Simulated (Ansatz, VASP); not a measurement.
Cu: VASP beside Ansatz

```
CELL_PARAMETERS angstrom
0.00000 2.62456 2.62456
2.62456 0.00000 2.62456
2.62456 2.62456 0.00000
ATOMIC_POSITIONS crystal
Cu 0.12500 0.12500 0.12500
Cu 0.87500 0.87500 0.87500
```

Alike in both runs: functional r2SCAN; k mesh 11 × 11 × 11; occupations fermi-dirac, width 0.1 eV; no spin polarisation.

Ansatz relaxed the structure, and its values are those at the end. VASP's run is a single point on that final structure, the one shown.

|  | VASP | Ansatz |
| --- | --- | --- |
| version | VASP 6.6.1 | Ansatz 0.2.0 |
| potentials or method | VASP PAW PBE potentials, release 64 (Cu), cutoff 660 eV | plane waves (500 eV) with PAW, scalar-relativistic |
| valence electrons in the cell | 22 | 38 |

VASP gave:

| Item | Value |
| --- | --- |
| pressure (GPa) | 0.3 |

What did Ansatz give for the same quantities?

Pressure (GPa): 0.0.

VASP's potentials were made for PBE, not for r2SCAN. VASP's potentials hold 22 valence electrons a cell and Ansatz's 38, so a difference there can come from the potentials and not from the codes.
